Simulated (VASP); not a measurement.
# Ge (P6_3/mmc) in VASP: a series of runs

Ge is run at these levels: PBE; tasks: single point.

Program: VASP 6.6.1. These are calculated values, not measurements. Logs are shortened: lines on timing, memory, paths and dates and some standing lists are left out, and cuts for length are marked.

## (1) The cell of the first run

Symmetry: P6_3/mmc, No. 194, hexagonal system. Conventional cell: a = 3.963 Å, b = 3.963 Å, c = 14.039 Å, α = 90.00°, β = 90.00°, γ = 120.00°. Ge (site symmetry 3m) has 4 Ge at 2.40 to 2.93 Å within 3.2 Å. Within 3.2 Å of Ge (site symmetry 3m) lie 4 Ge at 2.40 to 2.64 Å.

This isn't the form of Ge at room conditions, which is diamond.

## (2) Single point, PBE

The input, INCAR:

```
SYSTEM = Ge
PREC     = Accurate       ! precision mode
ENCUT    = 520            ! plane-wave cutoff, eV
EDIFF    = 1E-6           ! SCF threshold, eV
ISMEAR   = 0              ! smearing method
SIGMA    = 0.15           ! smearing width, eV
LREAL    = .FALSE.        ! projectors in reciprocal space
LASPH    = .TRUE.         ! aspherical terms in the spheres
NELM     = 100            ! most SCF steps
ALGO     = Fast           ! electronic algorithm
ISIF     = 2              ! what is computed and relaxed
LWAVE    = .FALSE.        ! write WAVECAR
LCHARG   = .FALSE.        ! write CHGCAR
GGA      = PE             ! functional
NBANDS   = 66             ! bands
```

The input, KPOINTS:

```
regular mesh
0
G
  15 15 4
  0 0 0
```

The input, POSCAR:

```
Ge
1.0
    3.9628845326      0.0000000000      0.0000000000
   -1.9814422663      3.4319586775      0.0000000000
    0.0000000000      0.0000000000     14.0385184568
Ge
8
Direct
    0.0000000000      0.0000000000      0.3955272934
    0.0000000000      0.0000000000      0.6044727066
    0.0000000000      0.0000000000      0.8955272934
    0.0000000000      0.0000000000      0.1044727066
    0.3333333333      0.6666666667      0.3442031336
    0.6666666667      0.3333333333      0.6557968664
    0.6666666667      0.3333333333      0.8442031336
    0.3333333333      0.6666666667      0.1557968664
```

Potentials or basis: VASP PAW PBE potentials, release 64 (Ge_d).

The run is started by

```bash
cat potpaw_PBE.64/Ge_d/POTCAR > POTCAR
mpirun -np 1 vasp_std > vasp.out
```

OUTCAR:

```text
SYSTEM = Ge
   PREC = Accurate
   ENCUT = 520
   EDIFF = 1E-6
   ISMEAR = 0
   LREAL = .FALSE.
   LASPH = .TRUE.
   NELM = 100
   ISIF = 2
   GGA = PE

 ion  position               nearest neighbor table
   1  0.000  0.000  0.396-   5 2.40   5 2.40   5 2.40
   2  0.000  0.000  0.604-   6 2.40   6 2.40   6 2.40
   3  0.000  0.000  0.896-   7 2.40   7 2.40   7 2.40
   4  0.000  0.000  0.104-   8 2.40   8 2.40   8 2.40
   5  0.333  0.667  0.344-   1 2.40   1 2.40   1 2.40   8 2.64
   6  0.667  0.333  0.656-   2 2.40   2 2.40   2 2.40   7 2.64
   7  0.667  0.333  0.844-   3 2.40   3 2.40   3 2.40   6 2.64
   8  0.333  0.667  0.156-   4 2.40   4 2.40   4 2.40   5 2.64

  LATTYP: Found a hexagonal cell.
 ALAT       =     3.9628845326
 C/A-ratio  =     3.5425000000

  Lattice vectors:

 A1 = (   3.9628845326,   0.0000000000,   0.0000000000)
 A2 = (  -1.9814422663,   3.4319586775,   0.0000000000)
 A3 = (   0.0000000000,   0.0000000000,  14.0385184568)

Analysis of symmetry for initial positions (statically):
=====================================================================
 Subroutine PRICEL returns:
 Original cell was already a primitive cell.

 Routine SETGRP: Setting up the symmetry group for a
 hexagonal supercell.

 Subroutine GETGRP returns: Found 24 space group operations
 (whereof 12 operations were pure point group operations)
 out of a pool of 24 trial point group operations.

The static configuration has the point symmetry D_3d.
 The point group associated with its full space group is D_6h.

Analysis of symmetry for dynamics (positions and initial velocities):
=====================================================================
 Subroutine PRICEL returns:
 Original cell was already a primitive cell.

 Routine SETGRP: Setting up the symmetry group for a
 hexagonal supercell.

 Subroutine GETGRP returns: Found 24 space group operations
 (whereof 12 operations were pure point group operations)
 out of a pool of 24 trial point group operations.

The dynamic configuration has the point symmetry D_3d.
 The point group associated with its full space group is D_6h.

 Subroutine INISYM returns: Found 24 space group operations
 (whereof 12 operations are pure point group operations),
 and found     1 'primitive' translations

----------------------------------------------------------------------------------------

                                     Primitive cell

  volume of cell :     190.9303

  direct lattice vectors                    reciprocal lattice vectors
     3.962884533  0.000000000  0.000000000     0.252341443  0.145689400  0.000000000
    -1.981442266  3.431958677  0.000000000     0.000000000  0.291378800  0.000000000
     0.000000000  0.000000000 14.038518457     0.000000000  0.000000000  0.071232588

  length of vectors
     3.962884533  3.962884533 14.038518457     0.291378800  0.291378800  0.071232588

  position of ions in fractional coordinates (direct lattice)
     0.000000000  0.000000000  0.395527293
     0.000000000  0.000000000  0.604472707
     0.000000000  0.000000000  0.895527293
     0.000000000  0.000000000  0.104472707
     0.333333333  0.666666667  0.344203134
     0.666666667  0.333333333  0.655796866
     0.666666667  0.333333333  0.844203134
     0.333333333  0.666666667  0.155796866

  ion indices of the primitive-cell ions
   primitive index   ion index
                 1           1
                 2           2
                 3           3
                 4           4
                 5           5
                 6           6
                 7           7
                 8           8

----------------------------------------------------------------------------------------

 KPOINTS: regular mesh

Automatic generation of k-mesh.
 Grid dimensions read from file:
 generate k-points for:   15   15    4

 Generating k-lattice:

  Cartesian coordinates                     Fractional coordinates (reciprocal lattice)
     0.016822763  0.009712627  0.000000000     0.066666667  0.000000000  0.000000000
     0.000000000  0.019425253  0.000000000     0.000000000  0.066666667  0.000000000
     0.000000000  0.000000000  0.017808147     0.000000000  0.000000000  0.250000000

  Length of vectors
     0.019425253  0.019425253  0.017808147

  Shift w.r.t. Gamma in fractional coordinates (k-lattice)
     0.000000000  0.000000000  0.000000000

 Subroutine IBZKPT returns following result:
 ===========================================

 Found     81 irreducible k-points:

 Following reciprocal coordinates:
            Coordinates               Weight
  0.000000  0.000000  0.000000      1.000000
  0.066667 -0.000000  0.000000      6.000000
  0.133333 -0.000000  0.000000      6.000000
  0.200000  0.000000  0.000000      6.000000
  0.266667 -0.000000  0.000000      6.000000
  0.333333  0.000000  0.000000      6.000000
[... 16 lines left out ...]
  0.333333  0.200000  0.000000     12.000000
  0.400000  0.200000  0.000000      6.000000
 [... further k-points ...]
   k-points           NKPTS =     81   k-points in BZ     NKDIM =     81   number of bands    NBANDS=     66
   number of dos      NEDOS =    301   number of ions     NIONS =      8
   total plane-waves  NPLWV =  97200
   dimension x,y,z NGX =    30 NGY =   30 NGZ =  108
   dimension x,y,z NGXF=    60 NGYF=   60 NGZF=  216
   ions per type =               8
   NGX,Y,Z   is equivalent  to a cutoff of  12.59, 12.59, 12.79 a.u.
   NGXF,Y,Z  is equivalent  to a cutoff of  25.17, 25.17, 25.58 a.u.
 SYSTEM =  Ge
   PREC   = accura    normal or accurate (medium, high low for compatibility)
   ISTART =      0    job   : 0-new  1-cont  2-samecut
   ICHARG =      2    charge: 1-file 2-atom 10-const
   ISPIN  =      1    spin polarized calculation?
   LNONCOLLINEAR =      F non collinear calculations
   LSORBIT =      F    spin-orbit coupling
   LASPH  =      T    aspherical Exc in radial PAW
   ENCUT  =  520.0 eV  38.22 Ry    6.18 a.u.   7.37  7.37 26.10*2*pi/ulx,y,z
   NELM   =    100;   NELMIN=  2; NELMDL= -5     # of ELM steps
   EDIFF  = 0.1E-05   stopping-criterion for ELM
   LREAL  =      F    real-space projection
   EDIFFG = 0.1E-04   stopping-criterion for IOM
   NSW    =      0    number of steps for IOM
   IBRION =     -1    ionic relax: 0-MD 1-quasi-New 2-CG
   NFREE  =      0    steps in history (QN), initial steepest desc. (CG)
   ISIF   =      2    stress and relaxation
   ISYM   =      2    0-nonsym 1-usesym 2-fastsym
   POTIM  = 0.5000    time-step for ionic-motion
   TEBEG  =    0.0;   TEEND  =   0.0 temperature during run
   PSTRESS=    0.0 pullay stress
   NELECT =     112.0000    total number of electrons
   NUPDOWN=      -1.0000    fix difference up-down
   EMIN   =  10.00;   EMAX   =-10.00  energy-range for DOS
   EFERMI =   0.00;   METHOD = LEGACY
   ISMEAR =     0;   SIGMA  =   0.15  broadening in eV -4-tet -1-fermi 0-gaus
   EFERMI_NEDOS =   21; number of points for ismear=-14 and -15
   IALGO  =     68    algorithm
   IMIX   =      4    mixing-type and parameters
     AMIX     =   0.40;   BMIX     =  1.00
     AMIX_MAG =   1.60;   BMIX_MAG =  1.00
  volume/ion in A,a.u.               =      23.87       161.06
  Fermi-wavevector in a.u.,A,eV,Ry     =   1.370427  2.589732 25.552698  1.878070
  Thomas-Fermi vector in A             =   2.496214
   LORBIT       =      0    0 simple, 1 ext, 2 COOP (PROOUT), +10 PAW based schemes
   GGA     = PE    functional components
   LHFCALC =     F    Hartree Fock is set to
   AEXX    =    0.0000 exact exchange contribution
   IVDW    =     0    specifies the selected vdW correction
   LEPSILON=     F    determine dielectric tensor
   LRPA    =     F    only Hartree local field effects (RPA)
 non-spin polarized calculation
 RMM-DIIS sequential band-by-band and
 Gauss-broadening in eV      SIGMA  =   0.15
  energy-cutoff  :      520.00
  volume of cell :      190.93
 maximum number of plane-waves:      5200
 NGX is ok and might be reduce to    30

 number of electron     112.0000028 magnetization

 Free energy of the ion-electron system (eV)
  ---------------------------------------------------
  ext. energy  EPLUGINS =         0.00000000
  ---------------------------------------------------
  free energy    TOTEN  =       -34.98843828 eV

  energy without entropy =      -34.98183231  energy(sigma->0) =      -34.98513530

 E-fermi :   4.7079     XC(G=0):  -9.6623

 val. band max:        4.7049833567   @ k =   0.0000   0.0000   0.5000
 cond. band min:       4.7093296147   @ k =   0.1333   0.0667   0.0000
 fundamental gap:      0.0043462579
 Fermi energy:         4.7078670364

 k-point     1 :       0.0000    0.0000    0.0000
  band No.  band energies     occupation
      1     -20.3754      2.00000
      2     -20.3753      2.00000
      3     -20.3735      2.00000
      4     -20.3735      2.00000
      5     -20.3669      2.00000
      6     -20.3669      2.00000
[... 58 lines left out ...]
     65       7.7515      0.00000
     66       8.4113      0.00000

 k-point     2 :       0.0667   -0.0000    0.0000
  band No.  band energies     occupation
      1     -20.3778      2.00000
      2     -20.3776      2.00000
      3     -20.3757      2.00000
      4     -20.3756      2.00000
      5     -20.3692      2.00000
      6     -20.3685      2.00000
[... 58 lines left out ...]
     65       7.9594      0.00000
     66       8.3021      0.00000

 k-point     3 :       0.1333   -0.0000    0.0000
  band No.  band energies     occupation
      1     -20.3831      2.00000
      2     -20.3828      2.00000
      3     -20.3807      2.00000
      4     -20.3801      2.00000
      5     -20.3746      2.00000
      6     -20.3720      2.00000
[... 1438 lines left out ...]
     65       8.5047      0.00000
     66       9.1529      0.00000

 k-point    24 :       0.4000    0.2000    0.0000
  band No.  band energies     occupation
      1     -20.4200      2.00000
      2     -20.4197      2.00000
      3     -20.4150      2.00000
      4     -20.4146      2.00000
      5     -20.3721      2.00000
      6     -20.3711      2.00000
[... 58 lines left out ...]
     65       8.4465      0.00000
     66       9.1518      0.00000

 [... further k-points ...]
[... 5 lines left out ...]
  --------------------------------------------------------------------------------------
  -------------------------------------------------------------------------------------
  Total        7.9565294      7.9565294     -6.4664182     -0.0000000     -0.0000000      0.0000000
  in kB       66.7666379     66.7666379    -54.2624782     -0.0000000     -0.0000000      0.0000000
  external PRESSURE =      26.4235992 kB  Pullay stress =       0.0000000 kB

 VOLUME and BASIS-vectors are now :
 -----------------------------------------------------------------------------
  energy-cutoff  :      520.00
  volume of cell :      190.93
      direct lattice vectors                 reciprocal lattice vectors
     3.962884533  0.000000000  0.000000000     0.252341443  0.145689400  0.000000000
    -1.981442266  3.431958677  0.000000000     0.000000000  0.291378800  0.000000000
     0.000000000  0.000000000 14.038518457     0.000000000  0.000000000  0.071232588

 POSITION                                       TOTAL-FORCE (eV/Angst)
 -----------------------------------------------------------------------------------
      0.00000      0.00000      5.55262         0.000000     -0.000000      1.751322
      0.00000      0.00000      8.48590        -0.000000      0.000000     -1.751322
      0.00000      0.00000     12.57188         0.000000      0.000000      1.751322
      0.00000      0.00000      1.46664        -0.000000     -0.000000     -1.751322
     -0.00000      2.28797      4.83210        -0.000000     -0.000000     -0.971232
      1.98144      1.14399      9.20642         0.000000      0.000000      0.971232
      1.98144      1.14399     11.85136         0.000000      0.000000     -0.971232
     -0.00000      2.28797      2.18716        -0.000000     -0.000000      0.971232
 -----------------------------------------------------------------------------------
    total drift:                               -0.000000      0.000000      0.000000

  FREE ENERGIE OF THE ION-ELECTRON SYSTEM (eV)
  ---------------------------------------------------
  free  energy   TOTEN  =       -34.9884382815 eV

  energy  without entropy=      -34.9818323092  energy(sigma->0) =      -34.98513530
```

It took 15 min on 1 thread of Oxide Virtual Turin-like, shared host; peak memory 0.72 GiB.

Results:

* Free energy: -34.9884 eV
* Pressure: 2.6 GPa
* Largest force: 1.751 eV/Å
* Band gap on the k mesh: zero (bands 56 and 57 overlap by 0.34 eV)

Forces on the atoms (eV/Å):
```
Ge   0.000  0.000  1.751
Ge   0.000  0.000 -1.751
Ge   0.000  0.000  1.751
Ge   0.000  0.000 -1.751
Ge   0.000  0.000 -0.971
Ge   0.000  0.000  0.971
Ge   0.000  0.000 -0.971
Ge   0.000  0.000  0.971
```

Caveat: the stress differs along the axes, from -5 to 7 GPa; semilocal functionals underestimate gaps, and a narrow one can read as zero; forces of over 1 eV/Å act on the atoms, so gaps and moduli don't describe the material at rest.

## (3) Single point, PBE

This run uses another cell than the first one, of the same volume but with other edges.

The input, INCAR:

```
ALGO = Fast
EDIFF = 1E-7
ENCUT = 520
GGA = PE
ISIF = 2
ISMEAR = 0
LASPH = T
LCHARG = F
LREAL = F
LWAVE = F
NBANDS = 66
NELM = 60
PREC = Accurate
SIGMA = 0.15
```

The input, KPOINTS:

```
k-points
0
Gamma
  15 15 4
```

The input, POSCAR:

```
Ge
1.0
    4.1505862568      0.0000000000      0.0000000000
   -2.0752931284      3.5945131389      0.0000000000
    0.0000000000      0.0000000000     12.7975026055
Ge
8
Direct
    0.0000000000      0.0000000000      0.4039628952
    0.0000000000      0.0000000000      0.5960371048
    0.0000000000      0.0000000000      0.9039628952
    0.0000000000      0.0000000000      0.0960371048
    0.3333333333      0.6666666667      0.3442031336
    0.6666666667      0.3333333333      0.6557968664
    0.6666666667      0.3333333333      0.8442031336
    0.3333333333      0.6666666667      0.1557968664
```

Potentials or basis: VASP PAW PBE potentials, release 64 (Ge_d).

The run is started by

```bash
cat potpaw_PBE.64/Ge_d/POTCAR > POTCAR
mpirun -np 1 vasp_std > vasp.out
```

It took 29 min on 1 thread of Oxide Virtual Turin-like, shared host; peak memory 0.72 GiB.

The run converged. Its results:

- Free energy: -35.8727 eV
- Pressure: 0.2 GPa
- Largest force: 0.551 eV/Å
- Band gap on the k mesh: zero (bands 56 and 57 overlap by 0.31 eV)

Forces in eV/Å, atoms in the order of the input:
```
Ge   0.000  0.000  0.090
Ge   0.000  0.000 -0.090
Ge   0.000  0.000  0.090
Ge   0.000  0.000 -0.090
Ge   0.000  0.000  0.551
Ge   0.000  0.000 -0.551
Ge   0.000  0.000  0.551
Ge   0.000  0.000 -0.551
```

Stress tensor (GPa, compression positive):
```
-2.51  0.00  0.00
 0.00 -2.51  0.00
 0.00  0.00  5.73
```

Levels at points of the mesh, in eV from the Fermi level:
| k point | band 52 | band 53 | band 54 | band 55 | band 56 | band 57 | band 58 | band 59 | band 60 | band 61 |
| --- | --- | --- | --- | --- | --- | --- | --- | --- | --- | --- |
| (0.00, 0.00, 0.00) | -0.84 | -0.84 | -0.62 | -0.36 | 0.00 | 0.08 | 0.08 | 0.23 | 0.44 | 2.24 |
| (0.00, 0.00, 0.50) | -1.42 | -0.39 | -0.39 | -0.31 | -0.31 | -0.31 | -0.31 | 0.86 | 0.86 | 2.65 |

Caveat: the stress differs along the axes, from -3 to 6 GPa; semilocal functionals underestimate gaps, and a narrow one can read as zero.

[end of part 1 of 2]

The gap in the log of VASP goes by the Fermi energy; the results here count the filled bands.